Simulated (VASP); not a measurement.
Wanted: the native input for a VASP 6.6.1 run.

```
Task                   : single point
Functional             : PBEsol
Potentials or basis    : VASP PAW PBE potentials, release 64 (Cu)
Cutoff                 : 520 eV
k mesh                 : 24 × 24 × 24
Occupations            : gaussian, width 0.15 eV
Spin                   : no spin polarisation
Dipole correction      : no
Further INCAR settings : ALGO = Fast; EDIFF = 1e-06; NBANDS = 12
```

The structure of Cu lies in POSCAR:

```
Cu
1.0
   -1.4427933200      1.4599943381      1.3941163665
    1.4427933200     -1.4255923019      1.3580465335
    1.4427933200      1.4255923019     -1.3580465335
Cu
1
Direct
    0.0000000000      0.0000000000      0.0000000000
```

This cell differs from its parent crystal: strain +0.0250 x Voigt [0, 0, 0, 1, 0, 0].

One way to write it, as run:

INCAR

```
PREC     = Accurate       # precision mode
ENCUT    = 520            # plane-wave cutoff, eV
EDIFF    = 1E-6           # SCF threshold, eV
ISMEAR   = 0              # smearing method
SIGMA    = 0.15           # smearing width, eV
LREAL    = False          # projectors in reciprocal space
LASPH    = True           # aspherical terms in the spheres
NELM     = 80             # most SCF steps
ALGO     = Fast           # electronic algorithm
ISIF     = 2              # what is computed and relaxed
LWAVE    = False          # write WAVECAR
LCHARG   = False          # write CHGCAR
GGA      = PS             # functional
NBANDS   = 12             # bands
```

KPOINTS

```
Automatic mesh
0
Gamma
  24 24 24
```

Potentials or basis: VASP PAW PBE potentials, release 64 (Cu).

Command:

```bash
$ cat potpaw_PBE.64/Cu/POTCAR > POTCAR
$ mpirun -np 1 vasp_std > vasp.out
```

It gave:

```yaml
Pressure: -0.5 GPa
Band_gap_on_the_k_mesh: zero (an odd number of electrons rules out a gap without spin polarisation)
```

Caveat: the cell differs from its parent crystal (strain +0.0250 x Voigt [0, 0, 0, 1, 0, 0]); the PAW data sets were made with another functional, which shifts forces and pressure a little.

Run time: 6.8 min on 1 thread of Intel Xeon 8259CL, on a shared host, peak memory 0.56 GiB.
